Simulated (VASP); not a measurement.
Runs of VASP 6.6.1 on Sr. The structure is that of space group R-3m (No. 166), or close to it. The cells are those of the table. 

```tsv
cell	further INCAR settings	gap on the mesh (eV)	pressure (GPa)
a = 5.067 Å, angles 117.0°, 1 atom	ALGO = Fast; EDIFF = 1e-06; NBANDS = 11	none	3.0
a = 4.577 Å, angles 114.3°, 1 atom	ALGO = Fast; EDIFF = 1e-06; NBANDS = 11	none	0.2
a = 4.132 Å, angles 108.0°, 1 atom	ALGO = Fast; EDIFF = 1e-07; NBANDS = 11	none	-1.0
a = 4.048 Å, angles 105.7°, 1 atom	ALGO = Fast; EDIFF = 1e-07; NBANDS = 11	none	(a)
a = 3.871 Å, angles 95.9°, 1 atom	ALGO = Fast; EDIFF = 1e-07; NBANDS = 11	none	(b)
a = 4.271 Å, angles 110.7°, 1 atom	ALGO = Fast; EDIFF = 1e-06; NBANDS = 11	none	-1.0
a = 4.365 Å, angles 112.1°, 1 atom	ALGO = Fast; EDIFF = 1e-07; NBANDS = 11	none	-0.8
a = 4.800 Å, angles 115.8°, 1 atom	ALGO = Fast; EDIFF = 1e-06; NBANDS = 11	none	1.6
a = 3.946 Å, angles 101.6°, 1 atom	ALGO = Fast; EDIFF = 1e-07; NBANDS = 11	none	-0.6
```

Alike in all rows: task single point; level PBEsol; potentials or basis VASP PAW PBE potentials, release 64 (Sr_sv); no spin polarisation; k mesh 16 × 16 × 16; cutoff (eV) 520; smearing gaussian 0.15 eV.

Q: Estimate the missing entries.

A: (a) -0.9; (b) -0.5.

Caveats: the PAW data sets were made with another functional, which shifts forces and pressure a little; the cell stands under pressure (at least some runs).

A k mesh can miss the band edges, and the runs leave out spin-orbit coupling on Sr.

A gap of «none» marks levels without a gap at the run's occupations.
